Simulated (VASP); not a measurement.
Runs of VASP 6.6.1 on Al. The structure is that of space group Fd-3m (No. 227), or close to it. The cells are those of the table. 

```tsv
task	cell	k mesh	cutoff (eV)	gap on the mesh (eV)	pressure (GPa)
single point	a = 4.257 Å, angles 60.0°, 2 atoms	6 × 6 × 6	520	none	(a)
single point	a = 4.262 Å, angles 60.0°, 2 atoms	16 × 16 × 16	520	none	-0.1
relaxation of cell and atoms	relaxed from a = 3.762 Å, angles 60.0°, 2 atoms	6 × 6 × 6	600	none	-0.1
single point	a = 3.762 Å, angles 60.0°, 2 atoms	6 × 6 × 6	520	none	31.1
```

Alike in all rows: level r2SCAN; potentials or basis VASP PAW PBE potentials, release 64 (Al); no spin polarisation; smearing gaussian 0.1 eV.

Estimate the missing entries.

(a) 0.0.

Caveats: the PAW data sets were made with another functional, which shifts forces and pressure a little.

A gap of «none» marks levels without a gap at the run's occupations.
